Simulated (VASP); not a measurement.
# TiH2 (I4/mmm) in VASP: a series of runs

The runs below take TiH2 through single point, relaxation of shape and atoms at fixed volume, with PBEsol, r2SCAN.

Everything below comes from runs of VASP 6.6.1. Logs are shortened: lines on timing, memory, paths and dates and some standing lists are left out, and cuts for length are marked.

## 1. The cell of the first run

The structure is tetragonal, space group I4/mmm (No. 139). The conventional cell has a = 3.333 Å, b = 3.333 Å, c = 4.070 Å, α = 90.00°, β = 90.00°, γ = 90.00°. Ti (site symmetry 4/mmm) has 8 H at 1.95 Å within 2.6 Å. Within 2.6 Å of H (site symmetry -4m2) lie 4 Ti at 1.95 Å and 6 H at 2.04 to 2.36 Å.

## 2. Single point, PBEsol (strained)

INCAR

```
SYSTEM = TiH2
PREC = Accurate
ENCUT = 520
EDIFF = 1E-6
ISMEAR = 0
SIGMA = 0.1
LREAL = .False.
LASPH = .True.
NELM = 60
ALGO = Normal
ISIF = 2
LWAVE = .False.
LCHARG = .True.
GGA = PS
LELF = .True.
LVHAR = .True.
NBANDS = 14
```

KPOINTS

```
Automatic mesh
0
Gamma
  18 18 18
  0 0 0
```

POSCAR

```
TiH2
1.0
   -1.6666342450      1.6666342450      2.0352096550
    1.6666342450     -1.6666342450      2.0352096550
    1.6666342450      1.6666342450     -2.0352096550
Ti H
1 2
Direct
    0.0000000000      0.0000000000      0.0000000000
    0.7500000000      0.2500000000      0.5000000000
    0.2500000000      0.7500000000      0.5000000000
```

Potentials or basis: VASP PAW PBE potentials, release 64 (Ti_sv, H).

Launch:

```sh
$ cat potpaw_PBE.64/Ti_sv/POTCAR potpaw_PBE.64/H/POTCAR > POTCAR
$ mpirun -np 1 vasp_std > vasp.out
```

OUTCAR:

```text
SYSTEM = TiH2
   PREC = Accurate
   ENCUT = 520
   EDIFF = 1E-6
   ISMEAR = 0
   LREAL = .False.
   LASPH = .True.
   NELM = 60
   ISIF = 2
   GGA = PS

 ion  position               nearest neighbor table
   1  0.000  0.000  0.000-
   2  0.750  0.250  0.500-
   3  0.250  0.750  0.500-

  LATTYP: Found a body centered tetragonal cell.
 ALAT       =     3.3332684900
 C/A-ratio  =     1.2211495480

  Lattice vectors:

 A1 = (  -1.6666342450,   1.6666342450,   2.0352096550)
 A2 = (   1.6666342450,  -1.6666342450,   2.0352096550)
 A3 = (   1.6666342450,   1.6666342450,  -2.0352096550)

Analysis of symmetry for initial positions (statically):
=====================================================================
 Subroutine PRICEL returns:
 Original cell was already a primitive cell.

 Routine SETGRP: Setting up the symmetry group for a
 body centered tetragonal supercell.

 Subroutine GETGRP returns: Found 16 space group operations
 (whereof 16 operations were pure point group operations)
 out of a pool of 16 trial point group operations.

The static configuration has the point symmetry D_4h.

Analysis of symmetry for dynamics (positions and initial velocities):
=====================================================================
 Subroutine PRICEL returns:
 Original cell was already a primitive cell.

 Routine SETGRP: Setting up the symmetry group for a
 body centered tetragonal supercell.

 Subroutine GETGRP returns: Found 16 space group operations
 (whereof 16 operations were pure point group operations)
 out of a pool of 16 trial point group operations.

The dynamic configuration has the point symmetry D_4h.

 Subroutine INISYM returns: Found 16 space group operations
 (whereof 16 operations are pure point group operations),
 and found     1 'primitive' translations

----------------------------------------------------------------------------------------

                                     Primitive cell

  volume of cell :      22.6126

  direct lattice vectors                    reciprocal lattice vectors
    -1.666634245  1.666634245  2.035209655     0.000000000  0.300005836  0.245674935
     1.666634245 -1.666634245  2.035209655     0.300005836  0.000000000  0.245674935
     1.666634245  1.666634245 -2.035209655     0.300005836  0.300005836  0.000000000

  length of vectors
     3.114067718  3.114067718  3.114067718     0.387762396  0.387762396  0.424272322

  position of ions in fractional coordinates (direct lattice)
     0.000000000  0.000000000  0.000000000
     0.750000000  0.250000000  0.500000000
     0.250000000  0.750000000  0.500000000

  ion indices of the primitive-cell ions
   primitive index   ion index
                 1           1
                 2           2
                 3           3

----------------------------------------------------------------------------------------

 KPOINTS: Automatic mesh

Automatic generation of k-mesh.
 Grid dimensions read from file:
 generate k-points for:   18   18   18

 Generating k-lattice:

  Cartesian coordinates                     Fractional coordinates (reciprocal lattice)
     0.000000000  0.016666991  0.013648608     0.055555556 -0.000000000  0.000000000
     0.016666991  0.000000000  0.013648608    -0.000000000  0.055555556  0.000000000
     0.016666991  0.016666991  0.000000000     0.000000000  0.000000000  0.055555556

  Length of vectors
     0.021542355  0.021542355  0.023570685

  Shift w.r.t. Gamma in fractional coordinates (k-lattice)
     0.000000000  0.000000000  0.000000000

 Subroutine IBZKPT returns following result:
 ===========================================

 Found    480 irreducible k-points:

 Following reciprocal coordinates:
            Coordinates               Weight
  0.000000  0.000000  0.000000      1.000000
  0.055556  0.000000 -0.000000      8.000000
  0.111111  0.000000 -0.000000      8.000000
  0.166667  0.000000 -0.000000      8.000000
  0.222222  0.000000 -0.000000      8.000000
  0.277778  0.000000 -0.000000      8.000000
[... 16 lines left out ...]
 -0.277778  0.055556  0.000000     16.000000
 -0.222222  0.055556 -0.000000     16.000000
 [... further k-points ...]
   k-points           NKPTS =    480   k-points in BZ     NKDIM =    480   number of bands    NBANDS=     14
   number of dos      NEDOS =    301   number of ions     NIONS =      3
   total plane-waves  NPLWV =  13824
   dimension x,y,z NGX =    24 NGY =   24 NGZ =   24
   dimension x,y,z NGXF=    48 NGYF=   48 NGZF=   48
   ions per type =               1   2
   NGX,Y,Z   is equivalent  to a cutoff of  12.81, 12.81, 12.81 a.u.
   NGXF,Y,Z  is equivalent  to a cutoff of  25.63, 25.63, 25.63 a.u.
 SYSTEM =  TiH2
   PREC   = accura    normal or accurate (medium, high low for compatibility)
   ISTART =      0    job   : 0-new  1-cont  2-samecut
   ICHARG =      2    charge: 1-file 2-atom 10-const
   ISPIN  =      1    spin polarized calculation?
   LNONCOLLINEAR =      F non collinear calculations
   LSORBIT =      F    spin-orbit coupling
   LASPH  =      T    aspherical Exc in radial PAW
   ENCUT  =  520.0 eV  38.22 Ry    6.18 a.u.   5.79  5.79  5.79*2*pi/ulx,y,z
   NELM   =     60;   NELMIN=  2; NELMDL= -5     # of ELM steps
   EDIFF  = 0.1E-05   stopping-criterion for ELM
   LREAL  =      F    real-space projection
   EDIFFG = 0.1E-04   stopping-criterion for IOM
   NSW    =      0    number of steps for IOM
   IBRION =     -1    ionic relax: 0-MD 1-quasi-New 2-CG
   NFREE  =      0    steps in history (QN), initial steepest desc. (CG)
   ISIF   =      2    stress and relaxation
   ISYM   =      2    0-nonsym 1-usesym 2-fastsym
   POTIM  = 0.5000    time-step for ionic-motion
   TEBEG  =    0.0;   TEEND  =   0.0 temperature during run
   PSTRESS=    0.0 pullay stress
   NELECT =      14.0000    total number of electrons
   NUPDOWN=      -1.0000    fix difference up-down
   EMIN   =  10.00;   EMAX   =-10.00  energy-range for DOS
   EFERMI =   0.00;   METHOD = LEGACY
   ISMEAR =     0;   SIGMA  =   0.10  broadening in eV -4-tet -1-fermi 0-gaus
   EFERMI_NEDOS =   21; number of points for ismear=-14 and -15
   IALGO  =     38    algorithm
   IMIX   =      4    mixing-type and parameters
     AMIX     =   0.40;   BMIX     =  1.00
     AMIX_MAG =   1.60;   BMIX_MAG =  1.00
  volume/ion in A,a.u.               =       7.54        50.87
  Fermi-wavevector in a.u.,A,eV,Ry     =   1.395300  2.636735 26.488667  1.946862
  Thomas-Fermi vector in A             =   2.518765
   LORBIT       =      0    0 simple, 1 ext, 2 COOP (PROOUT), +10 PAW based schemes
   GGA     = PS    functional components
   LHFCALC =     F    Hartree Fock is set to
   AEXX    =    0.0000 exact exchange contribution
   IVDW    =     0    specifies the selected vdW correction
   LEPSILON=     F    determine dielectric tensor
   LRPA    =     F    only Hartree local field effects (RPA)
 non-spin polarized calculation
 Gauss-broadening in eV      SIGMA  =   0.10
  energy-cutoff  :      520.00
  volume of cell :       22.61
 maximum number of plane-waves:       620
   NGX = 11   NGY = 11   NGZ = 11

 number of electron      14.0000003 magnetization

 Free energy of the ion-electron system (eV)
  ---------------------------------------------------
  ext. energy  EPLUGINS =         0.00000000
  ---------------------------------------------------
  free energy    TOTEN  =       -16.56318508 eV

  energy without entropy =      -16.55951054  energy(sigma->0) =      -16.56134781

 E-fermi :   7.2238     XC(G=0): -11.5185

 val. band max:        7.2199161989   @ k =  -0.1667   0.3333   0.1667
 cond. band min:       7.2252072644   @ k =  -0.1667   0.4444   0.1111
 fundamental gap:      0.0052910654
 Fermi energy:         7.2237708027

 k-point     1 :       0.0000    0.0000    0.0000
  band No.  band energies     occupation
      1     -49.8349      2.00000
      2     -26.0334      2.00000
      3     -26.0334      2.00000
      4     -26.0188      2.00000
      5      -3.0674      2.00000
      6       6.8487      2.00000
      7       6.8487      2.00000
      8       7.4735      0.00041
      9       8.1200      0.00000
     10       8.1255      0.00000
     11       8.9438      0.00000
     12      21.0241      0.00000
     13      21.9234      0.00000
     14      21.9234      0.00000

 k-point     2 :       0.0556    0.0000   -0.0000
  band No.  band energies     occupation
      1     -49.8335      2.00000
      2     -26.0413      2.00000
      3     -26.0357      2.00000
      4     -26.0221      2.00000
      5      -2.9933      2.00000
      6       6.4345      2.00000
      7       6.8743      2.00000
      8       7.2988      0.28886
      9       8.1133      0.00000
     10       8.7827      0.00000
     11       8.9216      0.00000
     12      20.2776      0.00000
     13      21.9612      0.00000
     14      22.2733      0.00000

 k-point     3 :       0.1111    0.0000   -0.0000
  band No.  band energies     occupation
      1     -49.8292      2.00000
      2     -26.0700      2.00000
      3     -26.0422      2.00000
      4     -26.0254      2.00000
      5      -2.7749      2.00000
      6       5.6235      2.00000
      7       6.9343      1.99996
      8       7.3380      0.10633
      9       8.1128      0.00000
     10       8.8582      0.00000
     11       9.7451      0.00000
     12      19.1557      0.00000
     13      21.9483      0.00000
     14      22.0561      0.00000

 k-point     4 :       0.1667    0.0000   -0.0000
  band No.  band energies     occupation
      1     -49.8227      2.00000
      2     -26.1163      2.00000
      3     -26.0521      2.00000
      4     -26.0279      2.00000
      5      -2.4251      2.00000
      6       4.8218      2.00000
      7       6.9801      1.99943
      8       7.4573      0.00096
      9       8.1738      0.00000
     10       8.7833      0.00000
     11      10.6730      0.00000
     12      18.0258      0.00000
     13      20.9861      0.00000
     14      22.1463      0.00000

 k-point     5 :       0.2222    0.0000   -0.0000
  band No.  band energies     occupation
      1     -49.8147      2.00000
      2     -26.1730      2.00000
      3     -26.0642      2.00000
      4     -26.0305      2.00000
      5      -1.9658      2.00000
      6       4.1004      2.00000
      7       6.9620      1.99979
      8       7.5901      0.00000
      9       8.3507      0.00000
     10       8.7345      0.00000
     11      11.4503      0.00000
[... 276 lines left out ...]
 k-point    22 :      -0.3333    0.0556    0.0000
  band No.  band energies     occupation
      1     -49.8005      2.00000
      2     -26.2671      2.00000
      3     -26.0858      2.00000
      4     -26.0407      2.00000
      5      -1.0483      2.00000
      6       3.1768      2.00000
      7       6.8092      2.00000
      8       7.6868      0.00000
      9       8.6867      0.00000
     10       8.9615      0.00000
     11      12.1381      0.00000
     12      15.4304      0.00000
     13      18.7093      0.00000
     14      20.7988      0.00000

 k-point    23 :      -0.2778    0.0556    0.0000
  band No.  band energies     occupation
      1     -49.8088      2.00000
      2     -26.2108      2.00000
      3     -26.0723      2.00000
      4     -26.0382      2.00000
      5      -1.6003      2.00000
      6       3.7053      2.00000
      7       6.9344      1.99996
      8       7.6659      0.00000
      9       8.3842      0.00000
     10       8.8303      0.00000
     11      11.8588      0.00000
     12      16.3373      0.00000
     13      19.0974      0.00000
     14      21.2410      0.00000

 k-point    24 :      -0.2222    0.0556   -0.0000
  band No.  band energies     occupation
      1     -49.8171      2.00000
      2     -26.1535      2.00000
      3     -26.0590      2.00000
      4     -26.0350      2.00000
      5      -2.1047      2.00000
      6       4.3230      2.00000
      7       7.0261      1.99481
      8       7.6002      0.00000
      9       8.1413      0.00000
     10       8.7922      0.00000
     11      11.2461      0.00000
     12      17.3147      0.00000
     13      19.8530      0.00000
     14      21.6740      0.00000

 [... further k-points ...]
[... 5 lines left out ...]
  --------------------------------------------------------------------------------------
  -------------------------------------------------------------------------------------
  Total       -1.8855163     -1.8855163     -0.9168827      0.0000000      0.0000000      0.0000000
  in kB     -133.5952837   -133.5952837    -64.9642755      0.0000000      0.0000000      0.0000000
  external PRESSURE =    -110.7182810 kB  Pullay stress =       0.0000000 kB

 VOLUME and BASIS-vectors are now :
 -----------------------------------------------------------------------------
  energy-cutoff  :      520.00
  volume of cell :       22.61
      direct lattice vectors                 reciprocal lattice vectors
    -1.666634245  1.666634245  2.035209655     0.000000000  0.300005836  0.245674935
     1.666634245 -1.666634245  2.035209655     0.300005836  0.000000000  0.245674935
     1.666634245  1.666634245 -2.035209655     0.300005836  0.300005836  0.000000000

 POSITION                                       TOTAL-FORCE (eV/Angst)
 -----------------------------------------------------------------------------------
      0.00000      0.00000      0.00000         0.000000     -0.000000      0.000000
      0.00000      1.66663      1.01760         0.000000      0.000000      0.000000
      1.66663      0.00000      1.01760        -0.000000     -0.000000     -0.000000
 -----------------------------------------------------------------------------------
    total drift:                                0.000000      0.000000      0.000000

  FREE ENERGIE OF THE ION-ELECTRON SYSTEM (eV)
  ---------------------------------------------------
  free  energy   TOTEN  =       -16.5631850813 eV

  energy  without entropy=      -16.5595105356  energy(sigma->0) =      -16.56134781
```

Run time: 62 s. Hardware: 1 thread of Intel Xeon Platinum 8488C (Sapphire Rapids), shared host; peak memory 0.26 GiB.

What came out:

| Item | Value |
| --- | --- |
| Free energy | -16.5632 eV |
| Pressure | -11.1 GPa |
| Band gap on the k mesh | zero (bands 7 and 8 overlap by 0.67 eV) |

Caveat: the cell differs from its parent crystal (strained); the stress differs along the axes, from -13 to -6 GPa; the PAW data sets were made with another functional, which shifts forces and pressure a little.

(Continued in part 2 of 2.)
